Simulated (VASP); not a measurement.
Sc4Te: single point with PBE

Crystal: Sc4Te.

```xyz
5
Lattice="5.1657 0.0000 0.0000 0.0000 5.1657 0.0000 0.0000 0.0000 5.1657" Properties=species:S:1:pos:R:3 pbc="T T T"
Sc    0.0000    2.5828    2.5828
Sc    2.5828    0.0000    2.5828
Sc    2.5828    2.5828    0.0000
Sc    2.5828    2.5828    2.5828
Te    0.0000    0.0000    0.0000
```

The cell was generated, and may not be a known phase.

```json
{
 "Program": "VASP 6.6.1",
 "Task": "single point",
 "Functional": "PBE",
 "Potentials or basis": "VASP PAW PBE potentials, release 64 (Sc_sv, Te)",
 "Cutoff": "520 eV",
 "k mesh": "4 × 4 × 4",
 "Occupations": "gaussian, width 0.1 eV",
 "Spin": "no spin polarisation"
}
```

```yaml
Pressure: 0.4 GPa
Band_gap_on_the_k_mesh: zero (bands 25 and 26 overlap by 1.85 eV)
```

Levels at points of the mesh, in eV from the Fermi level:
| k point | band 21 | band 22 | band 23 | band 24 | band 25 | band 26 | band 27 | band 28 | band 29 | band 30 |
| --- | --- | --- | --- | --- | --- | --- | --- | --- | --- | --- |
| (0.00, 0.00, 0.00) | -2.65 | -1.49 | -1.49 | -1.49 | -0.98 | -0.98 | -0.09 | -0.09 | 0.37 | 1.53 |
| (0.50, 0.00, 0.00) | -1.33 | -1.33 | -0.87 | -0.48 | -0.08 | -0.08 | 0.19 | 0.28 | 0.28 | 0.57 |
| (0.50, 0.50, 0.00) | -2.09 | -0.76 | -0.76 | -0.04 | 0.02 | 0.12 | 0.12 | 0.29 | 1.32 | 1.41 |
| (0.50, 0.50, 0.50) | -1.49 | -1.49 | -1.49 | -0.16 | 0.88 | 0.95 | 0.95 | 0.95 | 1.58 | 1.58 |

It took 42 s on 1 thread of Intel(R) Xeon(R) 6975P-C (Granite Rapids) (shared host), peak memory 0.25 GiB.

Caveat: spin-orbit coupling is left out, which moves the levels of the heavy elements.
